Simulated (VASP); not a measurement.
# Cu (P6_3/mmc) in VASP: further runs

The runs below take Cu through single point, with PBEsol.

Everything below comes from runs of VASP 6.6.1. Logs are shortened: lines on timing, memory, paths and dates and some standing lists are left out, and cuts for length are marked.

## 1. The cell of the first run

The structure is hexagonal, space group P6_3/mmc (No. 194). Conventional cell: a = 2.471 Å, b = 2.471 Å, c = 4.318 Å, α = 90.00°, β = 90.00°, γ = 120.00°. Within 3.3 Å of Cu (site symmetry -6m2) lie 12 Cu at 2.47 to 2.59 Å.

## 2. Single point, PBEsol (strain -0.025 along x and y, +0.050 along z)

INCAR reads:

```
SYSTEM = Cu
ALGO = Fast ; EDIFF = 1E-6
ENCUT = 520 ; GGA = PS
ISIF = 2 ; ISMEAR = 0
LASPH = .TRUE. ; LCHARG = .FALSE.
LREAL = .FALSE. ; LWAVE = .FALSE.
NBANDS = 18 ; NELM = 60
PREC = Accurate ; SIGMA = 0.15
```

KPOINTS reads:

```
k-points
0
G
  24 24 12
  0 0 0
```

POSCAR reads:

```
Cu
1.0
    2.4707442531      0.0000000000      0.0000000000
   -1.2353721265      2.1397272894      0.0000000000
    0.0000000000      0.0000000000      4.3181995500
Cu
2
Direct
    0.3333333333      0.6666666667      0.2500000000
    0.6666666667      0.3333333333      0.7500000000
```

Potentials or basis: VASP PAW PBE potentials, release 64 (Cu).

Command:

```console
> cat potpaw_PBE.64/Cu/POTCAR > POTCAR
> mpirun -np 1 vasp_std > vasp.out
```

OUTCAR:

```text
SYSTEM = Cu
   EDIFF = 1E-6
   ENCUT = 520
   GGA = PS
   ISIF = 2
   ISMEAR = 0
   LASPH = .TRUE.
   LREAL = .FALSE.
   NELM = 60
   PREC = Accurate

 ion  position               nearest neighbor table
   1  0.333  0.667  0.250-   2 2.59   2 2.59   2 2.59   2 2.59   2 2.59   2 2.59
   2  0.667  0.333  0.750-   1 2.59   1 2.59   1 2.59   1 2.59   1 2.59   1 2.59

  LATTYP: Found a hexagonal cell.
 ALAT       =     2.4707442531
 C/A-ratio  =     1.7477323056

  Lattice vectors:

 A1 = (   2.4707442531,   0.0000000000,   0.0000000000)
 A2 = (  -1.2353721265,   2.1397272894,   0.0000000000)
 A3 = (   0.0000000000,   0.0000000000,   4.3181995500)

Analysis of symmetry for initial positions (statically):
=====================================================================
 Subroutine PRICEL returns:
 Original cell was already a primitive cell.

 Routine SETGRP: Setting up the symmetry group for a
 hexagonal supercell.

 Subroutine GETGRP returns: Found 24 space group operations
 (whereof 12 operations were pure point group operations)
 out of a pool of 24 trial point group operations.

The static configuration has the point symmetry D_3d.
 The point group associated with its full space group is D_6h.

Analysis of symmetry for dynamics (positions and initial velocities):
=====================================================================
 Subroutine PRICEL returns:
 Original cell was already a primitive cell.

 Routine SETGRP: Setting up the symmetry group for a
 hexagonal supercell.

 Subroutine GETGRP returns: Found 24 space group operations
 (whereof 12 operations were pure point group operations)
 out of a pool of 24 trial point group operations.

The dynamic configuration has the point symmetry D_3d.
 The point group associated with its full space group is D_6h.

 Subroutine INISYM returns: Found 24 space group operations
 (whereof 12 operations are pure point group operations),
 and found     1 'primitive' translations

----------------------------------------------------------------------------------------

                                     Primitive cell

  volume of cell :      22.8291

  direct lattice vectors                    reciprocal lattice vectors
     2.470744253  0.000000000  0.000000000     0.404736346  0.233674638  0.000000000
    -1.235372126  2.139727289  0.000000000     0.000000000  0.467349276  0.000000000
     0.000000000  0.000000000  4.318199550     0.000000000  0.000000000  0.231577996

  length of vectors
     2.470744253  2.470744253  4.318199550     0.467349276  0.467349276  0.231577996

  position of ions in fractional coordinates (direct lattice)
     0.333333333  0.666666667  0.250000000
     0.666666667  0.333333333  0.750000000

  ion indices of the primitive-cell ions
   primitive index   ion index
                 1           1
                 2           2

----------------------------------------------------------------------------------------

 KPOINTS: k-points

Automatic generation of k-mesh.
 Grid dimensions read from file:
 generate k-points for:   24   24   12

 Generating k-lattice:

  Cartesian coordinates                     Fractional coordinates (reciprocal lattice)
     0.016864014  0.009736443  0.000000000     0.041666667  0.000000000  0.000000000
     0.000000000  0.019472887  0.000000000     0.000000000  0.041666667  0.000000000
     0.000000000  0.000000000  0.019298166     0.000000000  0.000000000  0.083333333

  Length of vectors
     0.019472887  0.019472887  0.019298166

  Shift w.r.t. Gamma in fractional coordinates (k-lattice)
     0.000000000  0.000000000  0.000000000

 Subroutine IBZKPT returns following result:
 ===========================================

 Found    427 irreducible k-points:

 Following reciprocal coordinates:
            Coordinates               Weight
  0.000000  0.000000  0.000000      1.000000
  0.041667  0.000000  0.000000      6.000000
  0.083333  0.000000  0.000000      6.000000
  0.125000 -0.000000  0.000000      6.000000
  0.166667  0.000000  0.000000      6.000000
  0.208333  0.000000  0.000000      6.000000
[... 16 lines left out ...]
  0.416667  0.041667  0.000000     12.000000
  0.458333  0.041667  0.000000     12.000000
 [... further k-points ...]
   k-points           NKPTS =    427   k-points in BZ     NKDIM =    427   number of bands    NBANDS=     18
   number of dos      NEDOS =    301   number of ions     NIONS =      2
   total plane-waves  NPLWV =  10368
   dimension x,y,z NGX =    18 NGY =   18 NGZ =   32
   dimension x,y,z NGXF=    36 NGYF=   36 NGZF=   64
   ions per type =               2
   NGX,Y,Z   is equivalent  to a cutoff of  12.11, 12.11, 12.32 a.u.
   NGXF,Y,Z  is equivalent  to a cutoff of  24.22, 24.22, 24.64 a.u.
 SYSTEM =  Cu
   PREC   = accura    normal or accurate (medium, high low for compatibility)
   ISTART =      0    job   : 0-new  1-cont  2-samecut
   ICHARG =      2    charge: 1-file 2-atom 10-const
   ISPIN  =      1    spin polarized calculation?
   LNONCOLLINEAR =      F non collinear calculations
   LSORBIT =      F    spin-orbit coupling
   LASPH  =      T    aspherical Exc in radial PAW
   ENCUT  =  520.0 eV  38.22 Ry    6.18 a.u.   4.59  4.59  8.03*2*pi/ulx,y,z
   NELM   =     60;   NELMIN=  2; NELMDL= -5     # of ELM steps
   EDIFF  = 0.1E-05   stopping-criterion for ELM
   LREAL  =      F    real-space projection
   EDIFFG = 0.1E-04   stopping-criterion for IOM
   NSW    =      0    number of steps for IOM
   IBRION =     -1    ionic relax: 0-MD 1-quasi-New 2-CG
   NFREE  =      0    steps in history (QN), initial steepest desc. (CG)
   ISIF   =      2    stress and relaxation
   ISYM   =      2    0-nonsym 1-usesym 2-fastsym
   POTIM  = 0.5000    time-step for ionic-motion
   TEBEG  =    0.0;   TEEND  =   0.0 temperature during run
   PSTRESS=    0.0 pullay stress
   NELECT =      22.0000    total number of electrons
   NUPDOWN=      -1.0000    fix difference up-down
   EMIN   =  10.00;   EMAX   =-10.00  energy-range for DOS
   EFERMI =   0.00;   METHOD = LEGACY
   ISMEAR =     0;   SIGMA  =   0.15  broadening in eV -4-tet -1-fermi 0-gaus
   EFERMI_NEDOS =   21; number of points for ismear=-14 and -15
   IALGO  =     68    algorithm
   IMIX   =      4    mixing-type and parameters
     AMIX     =   0.40;   BMIX     =  1.00
     AMIX_MAG =   1.60;   BMIX_MAG =  1.00
  volume/ion in A,a.u.               =      11.41        77.03
  Fermi-wavevector in a.u.,A,eV,Ry     =   1.617035  3.055753 35.576543  2.614802
  Thomas-Fermi vector in A             =   2.711525
   LORBIT       =      0    0 simple, 1 ext, 2 COOP (PROOUT), +10 PAW based schemes
   GGA     = PS    functional components
   LHFCALC =     F    Hartree Fock is set to
   AEXX    =    0.0000 exact exchange contribution
   IVDW    =     0    specifies the selected vdW correction
   LEPSILON=     F    determine dielectric tensor
   LRPA    =     F    only Hartree local field effects (RPA)
 non-spin polarized calculation
 RMM-DIIS sequential band-by-band and
 Gauss-broadening in eV      SIGMA  =   0.15
  energy-cutoff  :      520.00
  volume of cell :       22.83
 maximum number of plane-waves:       636
   NGX =  9   NGY =  9   NGZ = 17

 number of electron      21.9999984 magnetization

 Free energy of the ion-electron system (eV)
  ---------------------------------------------------
  ext. energy  EPLUGINS =         0.00000000
  ---------------------------------------------------
  free energy    TOTEN  =        -8.56547886 eV

  energy without entropy =       -8.55589025  energy(sigma->0) =       -8.56068456

 E-fermi :   7.8351     XC(G=0): -13.1047

 val. band max:        7.8339034735   @ k =   0.3750   0.1250   0.2500
 cond. band min:       7.8461129265   @ k =   0.1667   0.1250   0.2500
 fundamental gap:      0.0122094530
 Fermi energy:         7.8350784265

 k-point     1 :       0.0000    0.0000    0.0000
  band No.  band energies     occupation
      1      -1.8226      2.00000
      2       2.3634      2.00000
      3       4.4422      2.00000
      4       4.7419      2.00000
      5       4.7419      2.00000
      6       4.9098      2.00000
[... 10 lines left out ...]
     17      31.6065      0.00000
     18      33.0507      0.00000

 k-point     2 :       0.0417    0.0000    0.0000
  band No.  band energies     occupation
      1      -1.7619      2.00000
      2       2.4039      2.00000
      3       4.4442      2.00000
      4       4.7357      2.00000
      5       4.7652      2.00000
      6       4.8959      2.00000
[... 10 lines left out ...]
     17      30.7616      0.00000
     18      33.1363      0.00000

 k-point     3 :       0.0833    0.0000    0.0000
  band No.  band energies     occupation
      1      -1.5809      2.00000
      2       2.5216      2.00000
      3       4.4390      2.00000
      4       4.7274      2.00000
      5       4.8342      2.00000
      6       4.8597      2.00000
[... 10 lines left out ...]
     17      30.0829      0.00000
     18      33.6869      0.00000

 k-point     4 :       0.1250   -0.0000    0.0000
  band No.  band energies     occupation
      1      -1.2828      2.00000
      2       2.7038      2.00000
      3       4.4031      2.00000
      4       4.7185      2.00000
      5       4.7461      2.00000
      6       4.8383      2.00000
[... 375 lines left out ...]
      4       4.4625      2.00000
      5       4.7203      2.00000
      6       4.8378      2.00000
[... 10 lines left out ...]
     17      22.2624      0.00000
     18      29.0051      0.00000

 k-point    23 :       0.4167    0.0417    0.0000
  band No.  band energies     occupation
      1       2.6826      2.00000
      2       3.1052      2.00000
      3       3.3467      2.00000
      4       4.6439      2.00000
      5       4.6721      2.00000
      6       4.8866      2.00000
[... 10 lines left out ...]
     17      21.9091      0.00000
     18      28.8866      0.00000

 k-point    24 :       0.4583    0.0417    0.0000
  band No.  band energies     occupation
      1       2.8453      2.00000
      2       3.0389      2.00000
      3       3.3181      2.00000
      4       4.6469      2.00000
      5       4.7970      2.00000
      6       4.8665      2.00000
[... 10 lines left out ...]
     17      21.7365      0.00000
     18      28.8856      0.00000

 [... further k-points ...]
[... 5 lines left out ...]
  --------------------------------------------------------------------------------------
  -------------------------------------------------------------------------------------
  Total        0.6086835      0.6086835     -1.1828102      0.0000000      0.0000000      0.0000000
  in kB       42.7182249     42.7182249    -83.0112074      0.0000000      0.0000000      0.0000000
  external PRESSURE =       0.8084141 kB  Pullay stress =       0.0000000 kB

 VOLUME and BASIS-vectors are now :
 -----------------------------------------------------------------------------
  energy-cutoff  :      520.00
  volume of cell :       22.83
      direct lattice vectors                 reciprocal lattice vectors
     2.470744253  0.000000000  0.000000000     0.404736346  0.233674638  0.000000000
    -1.235372126  2.139727289  0.000000000     0.000000000  0.467349276  0.000000000
     0.000000000  0.000000000  4.318199550     0.000000000  0.000000000  0.231577996

 POSITION                                       TOTAL-FORCE (eV/Angst)
 -----------------------------------------------------------------------------------
     -0.00000      1.42648      1.07955         0.000000     -0.000000      0.000000
      1.23537      0.71324      3.23865        -0.000000      0.000000      0.000000
 -----------------------------------------------------------------------------------
    total drift:                               -0.000000      0.000000     -0.000000

  FREE ENERGIE OF THE ION-ELECTRON SYSTEM (eV)
  ---------------------------------------------------
  free  energy   TOTEN  =        -8.5654788644 eV

  energy  without entropy=       -8.5558902460  energy(sigma->0) =       -8.56068456
```

Run time: 57 s. Hardware: 1 thread of Intel Xeon 6975P-C (Granite Rapids), shared host; peak memory 0.24 GiB.

Results:

```
Free energy            : -8.5655 eV
Pressure               : 0.1 GPa
Band gap on the k mesh : zero (band 11 reaches 12.30 eV, above the bottom of band 12 at 5.85 eV)
```

Caveat: the cell differs from its parent crystal (strain -0.025 along x and y, +0.050 along z); the PAW data sets were made with another functional, which shifts forces and pressure a little.

[end of part 1 of 3]
